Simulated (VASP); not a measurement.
# Al6H in VASP: notebook, part 2 of 2

VASP 6.6.1. The steps go on from the part before.

## 3. Single point, PBE

File INCAR:

```
ALGO = Normal
DIPOL = 0.5 0.5 0.301
EDIFF = 1E-6
ENCUT = 520
GGA = PE
IDIPOL = 3
ISIF = 2
ISMEAR = 0
LASPH = T
LCHARG = F
LDIPOL = T
LREAL = F
LWAVE = F
NBANDS = 32
NELM = 60
PREC = Accurate
SIGMA = 0.1
```

File KPOINTS:

```
k-points
0
Gamma
  5 5 1
```

File POSCAR:

```
Al6H
1.0
    5.7135165837      0.0000000000      0.0000000000
    0.0000000000      5.7135165837      0.0000000000
    0.0000000000      0.0000000000     22.1746954375
Al H
12 2
Direct
    0.2500000000      0.2500000000      0.1803857921
    0.2500000000      0.7500000000      0.1803857921
    0.7500000000      0.2500000000      0.1803857921
    0.7500000000      0.7500000000      0.1803857921
    0.0000000000      0.0000000000      0.2744050924
    0.0000000000      0.5000000000      0.2744050924
    0.5000000000      0.0000000000      0.2744050924
    0.5000000000      0.5000000000      0.2744050924
    0.2500000000      0.2500000000      0.3686497278
    0.2500000000      0.7500000000      0.3686497278
    0.7500000000      0.2500000000      0.3686497278
    0.7500000000      0.7500000000      0.3686497278
    0.0000000000     -0.0804233248      0.4610974462
    0.0000000000      0.0804233248      0.4610974462
```

Potentials or basis: VASP PAW PBE potentials, release 64 (Al, H).

Started as:

```bash
> cat potpaw_PBE.64/Al/POTCAR potpaw_PBE.64/H/POTCAR > POTCAR
> mpirun -np 1 vasp_std > vasp.out
```

It took 5.5 min on 1 thread of Intel Xeon 6975P-C (Granite Rapids), shared host; peak memory 0.66 GiB.

It converged, with:

```yaml
Free_energy: -47.3983 eV
Largest_force: 2.868 eV/Å
Band_gap_on_the_k_mesh: zero (band 19 reaches -0.36 eV, above the bottom of band 20 at -0.99 eV)
```

Forces on the atoms (eV/Å):
```
Al  -0.002  0.007  0.034
Al  -0.002 -0.007  0.034
Al   0.002  0.007  0.034
Al   0.002 -0.007  0.034
Al   0.000  0.000  0.037
Al   0.000  0.000 -0.031
Al   0.000  0.000 -0.045
Al   0.000  0.000  0.054
Al   0.127  0.147 -0.150
Al   0.127 -0.147 -0.150
Al  -0.127  0.147 -0.150
Al  -0.127 -0.147 -0.150
H    0.000  2.859  0.224
H    0.000 -2.859  0.224
```

Levels at points of the mesh, in eV from the Fermi level:
```csv
k point,band 15,band 16,band 17,band 18,band 19,band 20,band 21,band 22,band 23,band 24
"(0.00, 0.00, 0.00)",-1.51,-0.97,-0.86,-0.72,-0.37,-0.04,-0.03,0.00,0.13,1.46
```

## 4. Single point, PBE

File INCAR:

```
ALGO = Normal ; DIPOL = 0.5 0.5 0.291
EDIFF = 1E-6 ; ENCUT = 520
GGA = PE ; IDIPOL = 3
ISIF = 2 ; ISMEAR = 0
LASPH = T ; LCHARG = F
LDIPOL = T ; LREAL = F
LWAVE = F ; NBANDS = 32
NELM = 60 ; PREC = Accurate
SIGMA = 0.1
```

KPOINTS is that of step 3.

Changes to POSCAR since step 3:

```diff
@@ -20,3 +20,3 @@
     0.7500000000      0.7500000000      0.3686497278
-    0.0000000000     -0.0804233248      0.4610974462
-    0.0000000000      0.0804233248      0.4610974462
+    0.0000000000     -0.0568826563      0.3889431294
+    0.0000000000      0.0568826563      0.3889431294
```

Started as:

```bash
> cat potpaw_PBE.64/Al/POTCAR potpaw_PBE.64/H/POTCAR > POTCAR
> mpirun -np 1 vasp_std > vasp.out
```

Run time: 5.1 min. Hardware: 1 thread of Intel Xeon 6975P-C (Granite Rapids), shared host; peak memory 0.67 GiB.

It converged, with:

```
Free energy            : -45.3532 eV
Largest force          : 7.832 eV/Å
Band gap on the k mesh : zero (band 19 reaches -0.64 eV, above the bottom of band 20 at -1.12 eV)
```

Forces on the atoms (eV/Å):
```
Al   0.012  0.001 -0.012
Al   0.012 -0.001 -0.012
Al  -0.012  0.001 -0.012
Al  -0.012 -0.001 -0.012
Al   0.000  0.000 -0.474
Al   0.000  0.000 -0.073
Al   0.000  0.000 -0.044
Al   0.000  0.000  0.046
Al   0.928  0.910 -0.334
Al   0.928 -0.910 -0.334
Al  -0.928  0.910 -0.334
Al  -0.928 -0.910 -0.334
H    0.000 -7.773  0.965
H    0.000  7.773  0.965
```

Levels at points of the mesh, in eV from the Fermi level:
```
           k point  band 16  band 17  band 18  band 19  band 20  band 21  band 22  band 23
(0.00, 0.00, 0.00)    -1.28    -1.06    -0.81    -0.42    -0.30    -0.19    -0.13     0.91
```

## 5. Single point, PBE

File INCAR:

```
PREC = Accurate
ENCUT = 520
EDIFF = 1E-6
ISMEAR = 0
SIGMA = 0.1
LREAL = False
LASPH = True
NELM = 80
ALGO = Normal
ISIF = 2
LWAVE = False
LCHARG = True
LDIPOL = True
IDIPOL = 3
DIPOL = 0.5 0.5 0.295
GGA = PE
LELF = True
LVHAR = True
LVACPOTAV = True
NBANDS = 32
```

File KPOINTS:

```
Automatic mesh
0
Gamma
  5 5 1
```

Changes to POSCAR since step 4:

```diff
@@ -20,3 +20,3 @@
     0.7500000000      0.7500000000      0.3686497278
-    0.0000000000     -0.0568826563      0.3889431294
-    0.0000000000      0.0568826563      0.3889431294
+    0.0000000000     -0.0568826563      0.4178048562
+    0.0000000000      0.0568826563      0.4178048562
```

Potentials or basis: VASP PAW PBE potentials, release 64 (Al, H).

Started as:

```bash
> cat potpaw_PBE.64/Al/POTCAR potpaw_PBE.64/H/POTCAR > POTCAR
> mpirun -np 1 vasp_std > vasp.out
```

OUTCAR:

```text
PREC = Accurate
   ENCUT = 520
   EDIFF = 1E-6
   ISMEAR = 0
   LREAL = False
   LASPH = True
   NELM = 80
   ISIF = 2
   GGA = PE

 ion  position               nearest neighbor table
   1  0.250  0.250  0.180-   2 2.86   3 2.86   2 2.86   3 2.86   7 2.90   8 2.90   5 2.90   6 2.90

   2  0.250  0.750  0.180-   1 2.86   4 2.86   1 2.86   4 2.86   7 2.90   8 2.90   5 2.90   6 2.90

   3  0.750  0.250  0.180-   1 2.86   4 2.86   4 2.86   1 2.86   7 2.90   8 2.90   5 2.90   6 2.90
[... 4 lines left out ...]
                            11 2.91  12 2.91   9 2.91  10 2.91
   6  0.000  0.500  0.274-   5 2.86   8 2.86   5 2.86   8 2.86   1 2.90   2 2.90   3 2.90   4 2.90
                            11 2.91  12 2.91   9 2.91  10 2.91
   7  0.500  0.000  0.274-   5 2.86   8 2.86   8 2.86   5 2.86   1 2.90   2 2.90   3 2.90   4 2.90
[... 541 lines left out ...]
     0.000000000  0.000000000 22.174695437     0.000000000  0.000000000  0.045096448

 POSITION                                       TOTAL-FORCE (eV/Angst)
 -----------------------------------------------------------------------------------
      1.42838      1.42838      4.00000        -0.007669     -0.006630      0.040646
      1.42838      4.28514      4.00000        -0.007669      0.006630      0.040646
      4.28514      1.42838      4.00000         0.007669     -0.006630      0.040646
      4.28514      4.28514      4.00000         0.007669      0.006630      0.040646
      0.00000      0.00000      6.08485         0.000000      0.000000      0.108130
      0.00000      2.85676      6.08485         0.000000      0.000000     -0.068942
      2.85676      0.00000      6.08485         0.000000      0.000000     -0.084216
      2.85676      2.85676      6.08485         0.000000      0.000000      0.062832
      1.42838      1.42838      8.17470         0.542282      0.560253     -0.372180
      1.42838      4.28514      8.17470         0.542282     -0.560253     -0.372180
      4.28514      1.42838      8.17470        -0.542282      0.560253     -0.372180
      4.28514      4.28514      8.17470        -0.542282     -0.560253     -0.372180
      0.00000      5.38852      9.26470         0.000000     -6.776128      0.654167
      0.00000      0.32500      9.26470         0.000000      6.776128      0.654167
 -----------------------------------------------------------------------------------
    total drift:                                0.000000     -0.000000      0.000152

  FREE ENERGIE OF THE ION-ELECTRON SYSTEM (eV)
  ---------------------------------------------------
  free  energy   TOTEN  =       -46.4273421854 eV

  energy  without entropy=      -46.3981227747  energy(sigma->0) =      -46.41273248

 vacuum level on the upper side and lower side of the slab         3.336         3.598
```

stdout:

```text
POSCAR found type information on POSCAR AlH
 POSCAR found :  2 types and      14 ions
 scaLAPACK will be used
 LDA part: xc-table for (Slater+PW92), standard interpolation
 POSCAR, INCAR and KPOINTS ok, starting setup
 FFT: planning ... GRIDC
 FFT: planning ... GRID_SOFT
 FFT: planning ... GRID
 WAVECAR not read
 entering main loop
 -----------------------------------------------------------------------------
|                                                                             |
|           W    W    AA    RRRRR   N    N  II  N    N   GGGG   !!!           |
|           W    W   A  A   R    R  NN   N  II  NN   N  G    G  !!!           |
|           W    W  A    A  R    R  N N  N  II  N N  N  G       !!!           |
|           W WW W  AAAAAA  RRRRR   N  N N  II  N  N N  G  GGG   !            |
|           WW  WW  A    A  R   R   N   NN  II  N   NN  G    G                |
|           W    W  A    A  R    R  N    N  II  N    N   GGGG   !!!           |
|                                                                             |
|     Did not find any points to average over, which means that no vacuum     |
|     field-free region was found. Please increase the size of  your cell     |
|     in the dimension of the dipole correction to obtain accurate            |
|     workfunction values.                                                    |
|                                                                             |
 -----------------------------------------------------------------------------
```

Run time: 5.1 min. Hardware: 1 thread of Intel Xeon 6975P-C (Granite Rapids), shared host; peak memory 0.66 GiB.

What came out:

```yaml
Free_energy: -46.4273 eV
Largest_force: 6.808 eV/Å
Band_gap_on_the_k_mesh: zero (band 19 reaches -0.25 eV, above the bottom of band 20 at -0.96 eV)
```

Forces in eV/Å, atoms in the order of the input:
```
Al  -0.008 -0.007  0.041
Al  -0.008  0.007  0.041
Al   0.008 -0.007  0.041
Al   0.008  0.007  0.041
Al   0.000  0.000  0.108
Al   0.000  0.000 -0.069
Al   0.000  0.000 -0.084
Al   0.000  0.000  0.063
Al   0.542  0.560 -0.372
Al   0.542 -0.560 -0.372
Al  -0.542  0.560 -0.372
Al  -0.542 -0.560 -0.372
H    0.000 -6.776  0.654
H    0.000  6.776  0.654
```
